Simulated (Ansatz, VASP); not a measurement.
Na: VASP beside Ansatz

POSCAR

```
Na
1.0
   -2.0539750000      2.0539750000      2.0539750000
    2.0539750000     -2.0539750000      2.0539750000
    2.0539750000      2.0539750000     -2.0539750000
Na
1
Direct
    0.0000000000      0.0000000000      0.0000000000
```

The input INCAR.step1:

```
SYSTEM = Na
PREC     = Accurate       ! precision mode
ENCUT    = 520            ! plane-wave cutoff, eV
ISMEAR   = 0              ! smearing method
SIGMA    = 0.15           ! smearing width, eV
LREAL    = .FALSE.        ! projectors in reciprocal space
LASPH    = .TRUE.         ! aspherical terms in the spheres
NELM     = 100            ! most SCF steps
NBANDS   = 10             ! bands
GGA      = PE             ! functional
ALGO     = Normal         ! electronic algorithm
EDIFF    = 1E-4           ! SCF threshold, eV
LWAVE    = .TRUE.         ! write WAVECAR
LCHARG   = .FALSE.        ! write CHGCAR
```

The input INCAR.step2:

```
SYSTEM = Na
PREC     = Accurate       ! precision mode
ENCUT    = 520            ! plane-wave cutoff, eV
EDIFF    = 1E-7           ! SCF threshold, eV
ISMEAR   = 0              ! smearing method
SIGMA    = 0.15           ! smearing width, eV
LREAL    = .FALSE.        ! projectors in reciprocal space
LASPH    = .TRUE.         ! aspherical terms in the spheres
NELM     = 100            ! most SCF steps
ALGO     = Normal         ! electronic algorithm
ISIF     = 2              ! what is computed and relaxed
LWAVE    = .FALSE.        ! write WAVECAR
LCHARG   = .FALSE.        ! write CHGCAR
METAGGA  = R2SCAN         ! meta-GGA
LMIXTAU  = .TRUE.       
NBANDS   = 10             ! bands
ISTART   = 1
```

KPOINTS

```
Automatic mesh
0
G
  16 16 16
  0 0 0
```

Input for Ansatz:

```yaml
crystal:
  lattice:
    - [-2.053975, 2.053975, 2.053975]
    - [2.053975, -2.053975, 2.053975]
    - [2.053975, 2.053975, -2.053975]
  atoms:
    - { symbol: Na, position: [0.0, 0.0, 0.0] }
basis:
  ecutwfc: 500
kpoints:
  mp_grid: { grid: [16, 16, 16] }
hamiltonian:
  xc: r2scan
scf:
  occupations: { method: gaussian, width: 0.15 }
output:
  forces: true
  stress: true
  eigenvalues: true
```

Change from the starting cell: strain -0.030 along x and y, -0.030 along z, atoms carried along.

Alike in both runs: task single point; functional r2SCAN; k mesh 16 × 16 × 16; occupations gaussian, width 0.15 eV; no spin polarisation.

```csv
,VASP,Ansatz
version,VASP 6.6.1,Ansatz 0.2.0
potentials or method,"VASP PAW PBE potentials, release 64 (Na_pv), cutoff 520 eV","scalar-relativistic, plane waves, PAW"
valence electrons in the cell,7,9
```

|  | VASP | Ansatz | Ansatz less VASP |
| --- | --- | --- | --- |
| gap on the k mesh at the Fermi level (eV) | none | none | - |
| pressure (GPa) | 0.6 | 0.7 | +0.11 |

VASP's potentials were made for PBE, not for r2SCAN. A gap of «none» marks a metal or a gap that the smearing closes. VASP's potentials hold 7 valence electrons a cell and Ansatz's 9, so a difference there can come from the potentials and not from the codes.
